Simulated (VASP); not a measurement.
The system is MnO.

```xyz
2
Lattice="0.0000 2.2239 2.2239 2.2239 0.0000 2.2239 2.2239 2.2239 0.0000" Properties=species:S:1:pos:R:3 pbc="T T T"
Mn    0.0000    0.0000    0.0000
O     2.2239    2.2239    2.2239
```

| Quantity | Value |
| --- | --- |
| Program | VASP 6.6.1 |
| Task | relaxation of cell and atoms |
| Functional | BLYP |
| Potentials or basis | VASP PAW PBE potentials, release 64 (Mn_pv, O) |
| Cutoff | 600 eV |
| k mesh | 10 × 10 × 10 |
| Occupations | fermi-dirac, width 0.05 eV |
| Spin | collinear spin, ferromagnetic start |
| Starting moments | [4.0, 0.0] μB |

At the start: pressure 3.7 GPa; volume 11.00 Å³/atom.

**Question.** How do energy, volume and symmetry change on relaxing?

**Answer.** Over 3 steps the energy falls by 4.9 meV/atom and the volume is 11.39 Å³/atom (+3.6 %); space group Fm-3m (No. 225, to 0.05 Å); moment 4.80 μB per cell.

The path:
| step | energy change (eV) | largest force (eV/Å) | pressure (GPa) | volume (Å³) |
| --- | --- | --- | --- | --- |
| 1 | 0.0000 | 0.0000 | 3.73 | 22.00 |
| 2 | -0.0098 | 0.0000 | -0.24 | 22.82 |
| 3 | -0.0098 | 0.0000 | -0.04 | 22.78 |

Final structure:
```cif
data_structure
_symmetry_space_group_name_H-M 'P 1'
_symmetry_Int_Tables_number 1
_cell_length_a 3.1821
_cell_length_b 3.1821
_cell_length_c 3.1821
_cell_angle_alpha 60.000
_cell_angle_beta 60.000
_cell_angle_gamma 60.000
_cell_volume 22.78
loop_
_atom_site_label
_atom_site_type_symbol
_atom_site_fract_x
_atom_site_fract_y
_atom_site_fract_z
_atom_site_occupancy
Mn1 Mn 0.00000 0.00000 0.00000 1
O1 O 0.50000 0.50000 0.50000 1
```

Caveat: the PAW data sets were made with another functional, which shifts forces and pressure a little; a cell with one magnetic atom can't hold antiferromagnetic order, which such compounds often take.
